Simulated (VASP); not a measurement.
Set up this calculation in VASP 6.6.1, as the native input.

```yaml
Task: single point
Functional: LDA
Potentials_or_basis: VASP PAW LDA potentials, release 64 (Sn_d, O)
Cutoff: 520 eV
k_mesh: 12 × 12 × 10
Occupations: gaussian, width 0.15 eV
Spin: no spin polarisation
Dipole_correction: no
Further_INCAR_settings: ALGO = Normal; EDIFF = 1e-06; NBANDS = 28
```

The structure of SnO lies in POSCAR:

```
SnO
1.0
    3.9483590147      0.0000000000      0.0000000000
    0.0000000000      3.9483590147      0.0000000000
    0.0000000000      0.0000000000      4.0675994569
Sn O
2 2
Direct
    0.0000000000      0.5000000000      0.2457459271
    0.5000000000      0.0000000000      0.7542540729
    0.0000000000      0.0000000000      0.0000000000
    0.5000000000      0.5000000000      0.0000000000
```

This cell differs from its parent crystal: volume 15.853 Å^3 an atom, c/a of the conventional cell 1.0302.

The input as run:

INCAR

```
PREC     = Accurate       # precision mode
ENCUT    = 520            # plane-wave cutoff, eV
EDIFF    = 1E-6           # SCF threshold, eV
ISMEAR   = 0              # smearing method
SIGMA    = 0.15           # smearing width, eV
LREAL    = F              # projectors in reciprocal space
LASPH    = T              # aspherical terms in the spheres
NELM     = 80             # most SCF steps
ALGO     = Normal         # electronic algorithm
ISIF     = 2              # what is computed and relaxed
LWAVE    = F              # write WAVECAR
LCHARG   = T              # write CHGCAR
GGA      = CA             # functional
LELF     = T              # ELF
LVHAR    = T            
NBANDS   = 28             # bands
```

KPOINTS

```
regular mesh
0
Gamma
  12 12 10
```

Potentials or basis: VASP PAW LDA potentials, release 64 (Sn_d, O).

Command:

```sh
$ cat potpaw_LDA.64/Sn_d/POTCAR potpaw_LDA.64/O/POTCAR > POTCAR
$ mpirun -np 1 vasp_std > vasp.out
```

It gave:

```
Pressure               : 1.5 GPa
Largest force          : 0.888 eV/Å
Band gap on the k mesh : 0.55 eV, indirect (least direct gap 1.29 eV)
```

Caveat: spin-orbit coupling is left out, which moves the levels of the heavy elements.

Run time: 2.6 min on 1 thread of Intel(R) Xeon(R) 6975P-C (Granite Rapids), on a shared host, peak memory 0.32 GiB.
